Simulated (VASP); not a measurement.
The system is InSb.

```
In Sb
1.0
     0.00000    3.31661    3.31661
     3.31661    0.00000    3.31661
     3.31661    3.31661    0.00000
In Sb
1 1
Direct
  0.00000 0.00000 0.00000
  0.75000 0.75000 0.75000
```

| Quantity | Value |
| --- | --- |
| Program | VASP 6.6.1 |
| Task | relaxation of cell and atoms |
| Functional | LDA |
| Potentials or basis | VASP PAW LDA potentials, release 64 (In_d, Sb) |
| Cutoff | 600 eV |
| k mesh | 16 × 16 × 16 |
| Occupations | gaussian, width 0.1 eV |
| Spin | no spin polarisation |

At the start: pressure -3.1 GPa; volume 36.48 Å³/atom.

Problem. How do energy, volume and symmetry change on relaxing?

Solution. Over 17 steps the energy falls by 30.3 meV/atom and the volume is 33.62 Å³/atom (-7.8 %); space group F-43m (No. 216, to 0.1 Å) before and after.

Step by step:
| step | energy change (eV) | largest force (eV/Å) | pressure (GPa) | volume (Å³) |
| --- | --- | --- | --- | --- |
| 1 | 0.0000 | 0.0000 | -3.13 | 72.96 |
| 2 | -0.0551 | 0.0000 | 1.16 | 65.69 |
| 3 | -0.0605 | 0.0000 | 0.03 | 67.24 |
| 4 | -0.0605 | 0.0000 | -0.07 | 67.35 |
| 5 | -0.0605 | 0.0000 | -0.08 | 67.35 |
| 6 | -0.0605 | 0.0000 | -0.07 | 67.34 |
| 7 | -0.0605 | 0.0000 | -0.07 | 67.34 |
| 8 | -0.0605 | 0.0000 | -0.07 | 67.34 |
| 9 | -0.0605 | 0.0000 | -0.07 | 67.34 |
| 10 | -0.0605 | 0.0000 | -0.07 | 67.34 |
| 11 | -0.0605 | 0.0000 | -0.07 | 67.33 |
| 12 | -0.0605 | 0.0000 | -0.08 | 67.33 |
| 13 | -0.0605 | 0.0000 | -0.05 | 67.32 |
| 14 | -0.0605 | 0.0000 | -0.05 | 67.30 |
| 15 | -0.0605 | 0.0000 | -0.02 | 67.27 |
| 16 | -0.0605 | 0.0000 | 0.03 | 67.20 |
| 17 | -0.0605 | 0.0000 | 0.00 | 67.24 |

Final structure:
```
CELL_PARAMETERS angstrom
0.00000 3.22750 3.22750
3.22750 0.00000 3.22750
3.22750 3.22750 0.00000
ATOMIC_POSITIONS crystal
In 0.00000 0.00000 0.00000
Sb 0.75000 0.75000 0.75000
```
